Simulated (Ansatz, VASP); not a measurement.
## One calculation of Zr3SeS2, two programs

```
Zr Se S
1.0
     8.26429    0.00000    0.00000
    -4.13214    7.15708    0.00000
     0.00000    0.00000    3.20119
Zr Se S
3 1 2
Direct
  0.50000 0.00000 0.50000
  0.00000 0.50000 0.50000
  0.50000 0.50000 0.50000
  0.00000 0.00000 0.50000
  0.33333 0.66667 0.50000
  0.66667 0.33333 0.50000
```

Alike in both runs: functional PBE; k mesh 3 × 3 × 4; occupations gaussian, width 0.1 eV; no spin polarisation.

Ansatz relaxed the structure, and its values are those at the end. VASP's run is a single point on that final structure, the one shown.

|  | VASP | Ansatz |
| --- | --- | --- |
| version | VASP 6.6.1 | Ansatz 0.2.0 |
| potentials or method | VASP PAW PBE potentials, release 64 (Zr_sv, Se, S), cutoff 520 eV | scalar-relativistic, plane waves, PAW |
| valence electrons in the cell | 54 | 64 |

```csv
,VASP,Ansatz,Ansatz less VASP
gap on the k mesh at the Fermi level (eV),none,none,-
pressure (GPa),-0.1,-0.1,+0.02
```

A gap of «none» marks a metal or a gap that the smearing closes. VASP's potentials hold 54 valence electrons a cell and Ansatz's 64, so a difference there can come from the potentials and not from the codes.

The k mesh is coarse, so the values compare programs but aren't converged.
